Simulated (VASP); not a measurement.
Here is a VASP 6.6.1 calculation.

File INCAR:

```
SYSTEM = WC
PREC     = Accurate       ! precision mode
ENCUT    = 600            ! plane-wave cutoff, eV
EDIFF    = 1E-6           ! SCF threshold, eV
ISMEAR   = -1             ! smearing method
SIGMA    = 0.15           ! smearing width, eV
LREAL    = .FALSE.        ! projectors in reciprocal space
LASPH    = .TRUE.         ! aspherical terms in the spheres
NELM     = 120            ! most SCF steps
ALGO     = Normal         ! electronic algorithm
ISIF     = 2              ! what is computed and relaxed
LWAVE    = .FALSE.        ! write WAVECAR
LCHARG   = .TRUE.         ! write CHGCAR
GGA      = PE             ! functional
LELF     = .TRUE.         ! ELF
LVHAR    = .TRUE.       
NBANDS   = 16             ! bands
GGA_COMPAT= .FALSE.
```

The input KPOINTS:

```
regular mesh
0
G
  18 18 14
  0 0 0
```

Contents of POSCAR:

```
WC
1.0
    2.9229083687      0.0000000000      0.0000000000
   -1.4614541844      2.5313129002      0.0000000000
    0.0000000000      0.0000000000      2.8460220617
W C
1 1
Direct
    0.0000000000      0.0000000000      0.0000000000
    0.6666666667      0.3333333333      0.5000000000
```

Potentials or basis: VASP PAW PBE potentials, release 64 (W_sv, C).

Command:

```sh
$ cat potpaw_PBE.64/W_sv/POTCAR potpaw_PBE.64/C/POTCAR > POTCAR
$ mpirun -np 1 vasp_std > vasp.out
```

Task: Estimate the pressure.

Result: 0.9 GPa.

Task: What does it give for the band gap on the k mesh?

Result: Zero (bands 9 and 10 overlap by 1.20 eV).

Stress tensor (GPa, compression positive):
```
0.83 0.00 0.00
0.00 0.83 0.00
0.00 0.00 1.09
```

Caveat: spin-orbit coupling is left out, which moves the levels of the heavy elements.
